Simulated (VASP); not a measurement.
# Sn4CO5 in VASP: single point with PBE+D3(BJ)

Aim: the single point of Sn4CO5 with PBE+D3(BJ).

Everything below comes from runs of VASP 6.6.1. Logs are shortened: lines on timing, memory, paths and dates and some standing lists are left out, and cuts for length are marked.

**1. The cell of the first run**

The cell holds a slab with vacuum, 10 atoms: a = 3.836 Å, b = 6.114 Å, c = 23.572 Å, α = 90.00°, β = 90.00°, γ = 90.00°.

**2. Single point, PBE+D3(BJ)**

INCAR reads:

```
SYSTEM = Sn4CO5
ALGO     = Normal         ! electronic algorithm
DIPOL    = 0.5 0.5 0.322
EDIFF    = 1E-6           ! SCF threshold, eV
ENCUT    = 520            ! plane-wave cutoff, eV
GGA      = PE             ! functional
IDIPOL   = 3            
ISIF     = 2              ! what is computed and relaxed
ISMEAR   = 0              ! smearing method
IVDW     = 12             ! dispersion correction
LASPH    = .TRUE.         ! aspherical terms in the spheres
LCHARG   = .TRUE.         ! write CHGCAR
LDIPOL   = .TRUE.       
LELF     = .TRUE.         ! ELF
LREAL    = .FALSE.        ! projectors in reciprocal space
LVACPOTAV= .TRUE.       
LVHAR    = .TRUE.       
LWAVE    = .FALSE.        ! write WAVECAR
NBANDS   = 56             ! bands
NELM     = 80             ! most SCF steps
PREC     = Accurate       ! precision mode
SIGMA    = 0.1            ! smearing width, eV
```

KPOINTS reads:

```
k-points
0
G
  7 5 1
  0 0 0
```

POSCAR reads:

```
Sn4CO5
1.0
    3.8363720907      0.0000000000      0.0000000000
    0.0000000000      6.1139356269      0.0000000000
    0.0000000000      0.0000000000     23.5716647277
O Sn C
5 4 1
Direct
    0.0000000000      0.3937311019      0.1696952696
    0.5000000000      0.5905966528      0.2330578881
    0.0000000000      0.7891442682      0.2961091540
    0.5000000000      0.9914786557      0.3572791665
    0.5000000000      0.9914786557      0.5269744361
    0.5000000000      0.2462583270      0.2005207373
    0.0000000000      0.7380694276      0.2022324204
    0.5000000000      0.6484830792      0.3298598435
    0.0000000000      0.1189669824      0.3265941608
    0.5000000000      0.9914786557      0.5757618261
```

Potentials or basis: VASP PAW PBE potentials, release 64 (O, Sn_d, C).

The run is started by

```console
$ cat potpaw_PBE.64/O/POTCAR potpaw_PBE.64/Sn_d/POTCAR potpaw_PBE.64/C/POTCAR > POTCAR
$ mpirun -np 1 vasp_std > vasp.out
```

OUTCAR:

```text
SYSTEM = Sn4CO5
   EDIFF = 1E-6
   ENCUT = 520
   GGA = PE
   ISIF = 2
   ISMEAR = 0
   IVDW = 12
   LASPH = .TRUE.
   LREAL = .FALSE.
   NELM = 80
   PREC = Accurate
 IVDW          = 12

 ion  position               nearest neighbor table
   1  0.000  0.394  0.170-   7 2.24   6 2.24   6 2.24
   2  0.500  0.591  0.233-   7 2.24   7 2.24   6 2.24   8 2.31
   3  0.000  0.789  0.296-   9 2.14   7 2.23   8 2.25   8 2.25
   4  0.500  0.991  0.357-   9 2.19   9 2.19   8 2.19
   5  0.500  0.991  0.527-  10 1.15
   6  0.500  0.246  0.201-   1 2.24   1 2.24   2 2.24   7 3.57   7 3.57   9 3.62   9 3.62   7 3.65
                             7 3.65
   7  0.000  0.738  0.202-   3 2.23   1 2.24   2 2.24   2 2.24   6 3.57   6 3.57   8 3.61   8 3.61
                             6 3.65   6 3.65   9 3.74
   8  0.500  0.648  0.330-   4 2.19   3 2.25   3 2.25   2 2.31   9 3.46   9 3.46   7 3.61   7 3.61

   9  0.000  0.119  0.327-   3 2.14   4 2.19   4 2.19   8 3.46   8 3.46   6 3.62   6 3.62   7 3.74

  10  0.500  0.991  0.576-   5 1.15

  LATTYP: Found a simple orthorhombic cell.
 ALAT       =     3.8363720907
 B/A-ratio  =     1.5936763907
 C/A-ratio  =     6.1442592560

  Lattice vectors:

 A1 = (   3.8363720907,   0.0000000000,   0.0000000000)
 A2 = (   0.0000000000,   6.1139356269,   0.0000000000)
 A3 = (   0.0000000000,   0.0000000000,  23.5716647277)

Analysis of symmetry for initial positions (statically):
=====================================================================
 Subroutine PRICEL returns:
 Original cell was already a primitive cell.

 Routine SETGRP: Setting up the symmetry group for a
 simple orthorhombic supercell.

 Subroutine GETGRP returns: Found  2 space group operations
 (whereof  2 operations were pure point group operations)
 out of a pool of  8 trial point group operations.

The static configuration has the point symmetry C_1h.

Analysis of symmetry for dynamics (positions and initial velocities):
=====================================================================
 Subroutine PRICEL returns:
 Original cell was already a primitive cell.

 Routine SETGRP: Setting up the symmetry group for a
 simple orthorhombic supercell.

 Subroutine GETGRP returns: Found  2 space group operations
 (whereof  2 operations were pure point group operations)
 out of a pool of  8 trial point group operations.

The dynamic configuration has the point symmetry C_1h.

 Subroutine INISYM returns: Found  2 space group operations
 (whereof  2 operations are pure point group operations),
 and found     1 'primitive' translations

[... 113 lines left out ...]
   EFERMI_NEDOS =   21; number of points for ismear=-14 and -15
   IALGO  =     38    algorithm
   IMIX   =      4    mixing-type and parameters
     AMIX     =   0.40;   BMIX     =  1.00
     AMIX_MAG =   1.60;   BMIX_MAG =  1.00
  volume/ion in A,a.u.               =      55.29       373.10
  Fermi-wavevector in a.u.,A,eV,Ry     =   0.893878  1.689185 10.871305  0.799018
  Thomas-Fermi vector in A             =   2.016012
   LORBIT       =      0    0 simple, 1 ext, 2 COOP (PROOUT), +10 PAW based schemes
   GGA     = PE    functional components
   LHFCALC =     F    Hartree Fock is set to
   AEXX    =    0.0000 exact exchange contribution
   IVDW    =    12    specifies the selected vdW correction
   LEPSILON=     F    determine dielectric tensor
   LRPA    =     F    only Hartree local field effects (RPA)
 non-spin polarized calculation
 Gauss-broadening in eV      SIGMA  =   0.10
  energy-cutoff  :      520.00
  volume of cell :      552.88
 maximum number of plane-waves:     14927
 NGX is ok and might be reduce to    30
   NGX = 15   NGY = 23   NGZ = 87

 dipolmoment           0.000000      0.000000      0.000033 electrons x Angstroem

 number of electron      90.0000017 magnetization

 dipolmoment           0.000000      0.000000     -0.001931 electrons x Angstroem

 Free energy of the ion-electron system (eV)
  ---------------------------------------------------
  ext. energy  EPLUGINS =         0.00000000
  ---------------------------------------------------
  free energy    TOTEN  =       -59.06356968 eV

  energy without entropy =      -59.06356968  energy(sigma->0) =      -59.06356968

 E-fermi :  -0.9843     XC(G=0):  -3.8993

 val. band max:       -1.4136225887   @ k =   0.0000   0.0000   0.0000
 cond. band min:      -0.5139737774   @ k =   0.0000   0.2000   0.0000
 fundamental gap:      0.8996488113
 Fermi energy:        -0.9843300100

 k-point     1 :       0.0000    0.0000    0.0000
  band No.  band energies     occupation
      1     -26.2230      2.00000
      2     -23.0974      2.00000
      3     -22.9697      2.00000
      4     -22.9400      2.00000
      5     -22.8943      2.00000
      6     -22.8314      2.00000
[... 697 lines left out ...]
     55       3.7049      0.00000
     56       4.2460      0.00000

------------------------ aborting loop because EDIFF is reached ----------------------------------------

 Edisp (eV)   -1.26124

 E8    (eV) :    -0.5596

  FORCE on cell =-STRESS in cart. coord.  units (eV):
  Direction    XX          YY          ZZ          XY          YZ          ZX
  --------------------------------------------------------------------------------------
  -------------------------------------------------------------------------------------
  Total      -4.61158    -1.52793    -0.91238     0.00000     0.01917     0.00000
  in kB     -13.36375    -4.42773    -2.64397     0.00000     0.05556     0.00000
  external pressure =       -6.81 kB  Pullay stress =        0.00 kB

 VOLUME and BASIS-vectors are now :
 -----------------------------------------------------------------------------
  energy-cutoff  :      520.00
  volume of cell :      552.88
      direct lattice vectors                 reciprocal lattice vectors
     3.836372091  0.000000000  0.000000000     0.260662933  0.000000000  0.000000000
     0.000000000  6.113935627  0.000000000     0.000000000  0.163560767  0.000000000
     0.000000000  0.000000000 23.571664728     0.000000000  0.000000000  0.042423817

 POSITION                                       TOTAL-FORCE (eV/Angst)
 -----------------------------------------------------------------------------------
      0.00000      2.40725      4.00000         0.000000     -0.331230      0.307921
      1.91819      3.61087      5.49356         0.000000     -0.246270      0.377886
      0.00000      4.82478      6.97979         0.000000     -0.012062     -0.002180
      1.91819      6.06184      8.42166         0.000000     -0.003585      0.019086
      1.91819      6.06184     12.42166         0.000000     -0.000826      0.719188
      1.91819      1.50561      4.72661         0.000000      1.260160     -0.109547
      0.00000      4.51251      4.76695         0.000000     -0.679610     -0.631895
      1.91819      3.96478      7.77535         0.000000     -0.067442      0.057379
      0.00000      0.72736      7.69837         0.000000      0.081084      0.002016
      1.91819      6.06184     13.57166         0.000000     -0.000219     -0.739854
 -----------------------------------------------------------------------------------
    total drift:                                0.000000      0.000329     -0.001673

  FREE ENERGIE OF THE ION-ELECTRON SYSTEM (eV)
  ---------------------------------------------------
  free  energy   TOTEN  =       -60.3248102284 eV

  energy  without entropy=      -60.3248102284  energy(sigma->0) =      -60.32481023

 vacuum level on the upper side and lower side of the slab         3.270         3.286
```

Wall time 23 min (1 thread of Intel Xeon Platinum 8488C (Sapphire Rapids), shared host); peak memory 0.71 GiB.

What came out:

```
Free energy                : -60.3248 eV
Largest force              : 1.265 eV/Å
Band gap on the k mesh     : 0.90 eV (least direct gap 0.95 eV)
Dispersion energy per atom : -0.126 eV
```

Forces in eV/Å, atoms in the order of the input:
```
O    0.000 -0.331  0.308
O    0.000 -0.246  0.378
O    0.000 -0.012 -0.002
O    0.000 -0.004  0.019
O    0.000 -0.001  0.719
Sn   0.000  1.260 -0.110
Sn   0.000 -0.680 -0.632
Sn   0.000 -0.067  0.057
Sn   0.000  0.081  0.002
C    0.000  0.000 -0.740
```

Caveat: spin-orbit coupling is left out, which moves the levels of the heavy elements.
